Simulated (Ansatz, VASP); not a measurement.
# Y in VASP and in Ansatz

```
Y
1.0
     3.67156    0.00000    0.00000
    -1.83578    3.17966    0.00000
     0.00000    0.00000    5.76855
Y
2
Cartesian
  1.8358 1.0599 4.3264
  0.0000 2.1198 1.4421
```

Change from the starting cell: volume scaled by 1.02.

Alike in both runs: task single point; functional LDA; k mesh 8 × 8 × 5; occupations fermi-dirac, width 0.05 eV; no spin polarisation.

|  | VASP | Ansatz |
| --- | --- | --- |
| version | VASP 6.6.1 | Ansatz 0.2.0 |
| potentials or method | VASP PAW LDA potentials, release 64 (Y_sv), cutoff 520 eV | all-electron LAPW, scalar-relativistic |

```tsv
	VASP	Ansatz	Ansatz less VASP
gap on the k mesh at the Fermi level (eV)	none	none	-
pressure (GPa)	-4.5	-4.4	+0.09
traceless stress, the component that is largest in VASP (GPa)	-0.33	-0.34	-0.004
```

LDA's correlation is that of Perdew and Zunger in VASP and of Perdew and Wang (1992) in Ansatz. A gap of «none» marks a metal or a gap that the smearing closes. Ansatz ran all-electron here, and VASP with PAW potentials.
